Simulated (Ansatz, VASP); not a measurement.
ZnS: VASP beside Ansatz

```xyz
2
Lattice="4.1759 0.0000 0.0000 0.0000 5.7324 0.0000 0.0000 0.0000 5.6099" Properties=species:S:1:pos:R:3 pbc="T T T"
Zn    0.0000    2.8662    2.8049
S     2.0880    2.8662    2.8049
```

Alike in both runs: functional PBE; k mesh 8 × 6 × 6; occupations gaussian, width 0.02 eV; no spin polarisation.

Ansatz relaxed the structure, and its values are those at the end. VASP's run is a single point on that final structure, the one shown.

```csv
,VASP,Ansatz
version,VASP 6.6.1,Ansatz 0.2.0
potentials or method,"VASP PAW PBE potentials, release 64 (Zn, S), cutoff 520 eV","scalar-relativistic, plane waves, PAW"
valence electrons in the cell,18,18
```

Ansatz gave:

| Item | Value |
| --- | --- |
| gap on the k mesh at the Fermi level (eV) | 1.41 |
| least direct gap on the mesh (eV) | 2.44 |
| pressure (GPa) | 0.0 |

**Question.** Which values does VASP return?

**Answer.** gap on the k mesh at the Fermi level (eV): 1.43; least direct gap on the mesh (eV): 2.45; pressure (GPa): 0.1.
